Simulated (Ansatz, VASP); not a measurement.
**AlNi: VASP beside Ansatz**

```xyz
2
Lattice="2.0885 -2.0885 0.0000 2.0885 2.0885 0.0000 0.0000 0.0000 2.6394" Properties=species:S:1:pos:R:3 pbc="T T T"
Al    0.0000    0.0000    0.0000
Ni    2.0885    0.0000    1.3197
```

Alike in both runs: task single point; functional PBEsol; k mesh 16 × 16 × 16; occupations gaussian, width 0.15 eV; no spin polarisation.

|  | VASP | Ansatz |
| --- | --- | --- |
| version | VASP 6.6.1 | Ansatz 0.2.0 |
| potentials or method | VASP PAW PBE potentials, release 64 (Al, Ni), cutoff 520 eV | scalar-relativistic, plane waves, PAW |
| valence electrons in the cell | 13 | 21 |

Ansatz gave:

```
gap on the k mesh at the Fermi level (eV)                     : none
pressure (GPa)                                                : 4.2
traceless stress, the component that is largest in VASP (GPa) : 9.07
```

Q: Estimate VASP's values.

A: gap on the k mesh at the Fermi level (eV): none; pressure (GPa): 4.4; traceless stress, the component that is largest in VASP (GPa): 9.24.

VASP's potentials were made for PBE, not for PBEsol, and Ansatz warns of the same on its side. A gap of «none» marks a metal or a gap that the smearing closes. VASP's potentials hold 13 valence electrons a cell and Ansatz's 21, so a difference there can come from the potentials and not from the codes. Ansatz's warnings: near symmetry operations not taken.
